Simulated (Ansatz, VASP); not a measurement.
GaN: VASP beside Ansatz

File INCAR:

```
SYSTEM = GaN
PREC     = Accurate       ! precision mode
ENCUT    = 600            ! plane-wave cutoff, eV
EDIFF    = 1E-6           ! SCF threshold, eV
ISMEAR   = -1             ! smearing method
SIGMA    = 0.1            ! smearing width, eV
LREAL    = .False.        ! projectors in reciprocal space
LASPH    = .True.         ! aspherical terms in the spheres
NELM     = 60             ! most SCF steps
ALGO     = Normal         ! electronic algorithm
ISIF     = 3              ! what is computed and relaxed
LWAVE    = .False.        ! write WAVECAR
LCHARG   = .False.        ! write CHGCAR
IBRION   = 2              ! ionic algorithm
NSW      = 100            ! ionic steps
EDIFFG   = -0.002         ! ionic threshold
```

KPOINTS

```
regular mesh
0
Gamma
  12 12 6
  0 0 0
```

POSCAR

```
GaN
1.0
    3.1800000000      0.0000000000      0.0000000000
   -1.5900000000      2.7539607840      0.0000000000
    0.0000000000      0.0000000000      5.1660000000
Ga N
2 2
Direct
    0.3333333333      0.6666666667      0.0000000000
    0.6666666667      0.3333333333      0.5000000000
    0.3333333333      0.6666666667      0.3750000000
    0.6666666667      0.3333333333      0.8750000000
```

Input for Ansatz:

```yaml
crystal:
  lattice:
    - [3.17999999999, 0.0, 0.0]
    - [-1.58999999999, 2.75396078402, 0.0]
    - [0.0, 0.0, 5.166]
  atoms:
    - { symbol: Ga, position: [0.333333333333, 0.666666666667, 0.0] }
    - { symbol: Ga, position: [0.666666666667, 0.333333333333, 0.5] }
    - { symbol: "N", position: [0.333333333333, 0.666666666667, 0.375] }
    - { symbol: "N", position: [0.666666666667, 0.333333333333, 0.875] }
kpoints:
  mp_grid: { grid: [12, 12, 6] }
scf:
  occupations: { method: fermi_dirac, width: 0.1 }
hamiltonian:
  xc: lda
  pseudopotentials: { kind: paw }
relax:
  f_tol: 0.002
  max_steps: 80
  cell: {}
output:
  forces: true
  stress: true
```

Alike in both runs: task relaxation of cell and atoms; functional LDA; k mesh 12 × 12 × 6; occupations fermi-dirac, width 0.1 eV; no spin polarisation.

|  | VASP | Ansatz |
| --- | --- | --- |
| version | VASP 6.6.1 | Ansatz 0.2.0 |
| potentials or method | VASP PAW LDA potentials, release 64 (Ga_d, N) | PAW with Ansatz's default frozen-core files, scalar-relativistic |
| plane-wave cutoff (eV) | 600 | 420 |
| valence electrons in the cell | 36 | 36 |

|  | VASP | Ansatz | Ansatz less VASP |
| --- | --- | --- | --- |
| relaxed volume (Å³/atom) | 11.11 | 11.05 | -0.054 |
| relaxed length of the cell vector where the two differ most in proportion (Å) | 3.157 | 3.152 | -0.0052 |

LDA's correlation is that of Perdew and Zunger in VASP and of Perdew and Wang (1992) in Ansatz.
